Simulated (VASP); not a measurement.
Here is a VASP 6.6.1 calculation.

INCAR

```
SYSTEM = Cu
PREC = Accurate
ENCUT = 700
EDIFF = 1E-7
ISMEAR = -1
SIGMA = 0.1
LREAL = .False.
LASPH = .True.
NELM = 120
ALGO = Normal
ISIF = 3
LWAVE = .False.
LCHARG = .False.
GGA = CA
IBRION = 2
NSW = 80
EDIFFG = -0.01
GGA_COMPAT = .False.
NELMIN = 4
```

The input KPOINTS:

```
Automatic mesh
0
Gamma
  15 15 15
  0 0 0
```

Contents of POSCAR:

```
Cu
1.0
   -1.4345978267      1.4345978267      1.4345978267
    1.4345978267     -1.4345978267      1.4345978267
    1.4345978267      1.4345978267     -1.4345978267
Cu
1
Direct
    0.0000000000      0.0000000000      0.0000000000
```

Potentials or basis: VASP PAW LDA potentials, release 64 (Cu_sv_GW).

The run is started by

```sh
$ cat potpaw_LDA.64/Cu_sv_GW/POTCAR > POTCAR
$ mpirun -np 1 vasp_std > vasp.out
```

Q: Predict the relaxed volume.

A: 10.73 Å³/atom.

Q: Predict the band gap on the k mesh.

A: Zero (an odd number of electrons rules out a gap without spin polarisation).

Q: Predict the space group after relaxing (to 0.1 Å).

A: Im-3m (No. 229).

Q: Estimate the relaxed cell.

A: a = 2.407 Å, b = 2.407 Å, c = 2.407 Å, α = 109.47°, β = 109.47°, γ = 109.47°.

Final structure:
```
CELL_PARAMETERS angstrom
-1.38964 1.38964 1.38964
1.38964 -1.38964 1.38964
1.38964 1.38964 -1.38964
ATOMIC_POSITIONS crystal
Cu 0.00000 0.00000 0.00000
```
